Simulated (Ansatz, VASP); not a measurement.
Be2C in VASP and in Ansatz

Contents of INCAR:

```
PREC = Accurate
ENCUT = 600
EDIFF = 1E-6
ISMEAR = 0
SIGMA = 0.01
LREAL = False
LASPH = True
NELM = 120
ALGO = Normal
ISIF = 2
LWAVE = False
LCHARG = False
GGA = PE
IVDW = 12
NBANDS = 11
GGA_COMPAT = False
```

File KPOINTS:

```
regular mesh
0
Gamma
  8 8 8
```

Contents of POSCAR:

```
Be2C
1.0
    0.0000000000      2.2212587547      2.2212587547
    2.2212587547      0.0000000000      2.2212587547
    2.2212587547      2.2212587547      0.0000000000
Be C
2 1
Direct
    0.2500000000      0.2500000000      0.2500000000
    0.7500000000      0.7500000000      0.7500000000
    0.0000000000      0.0000000000      0.0000000000
```

Input for Ansatz:

```yaml
crystal:
  lattice:
    - [0.0, 2.221258754733029, 2.221258754733029]
    - [2.221258754733029, 0.0, 2.221258754733029]
    - [2.221258754733029, 2.221258754733029, 0.0]
  atoms:
    - { symbol: Be, position: [0.25, 0.25, 0.25] }
    - { symbol: Be, position: [0.75, 0.75, 0.75] }
    - { symbol: C, position: [0.0, 0.0, 0.0] }
basis:
  ecutwfc: 500.0
kpoints:
  mp_grid:
    grid: [8, 8, 8]
hamiltonian:
  xc: pbe
  dispersion: d3bj
scf:
  occupations:
    method: fixed
output:
  stress: true
```

Alike in both runs: task single point; functional PBE; dispersion D3(BJ); k mesh 8 × 8 × 8; no spin polarisation.

```csv
,VASP,Ansatz
version,VASP 6.6.1,Ansatz 0.2.0
potentials or method,"VASP PAW PBE potentials, release 64 (Be, C), cutoff 600 eV","plane waves, PAW"
occupations,"gaussian, width 0.01 eV",fixed
valence electrons in the cell,8,8
```

```tsv
	VASP	Ansatz	Ansatz less VASP
pressure (GPa)	-20.0	-20.2	-0.22
```
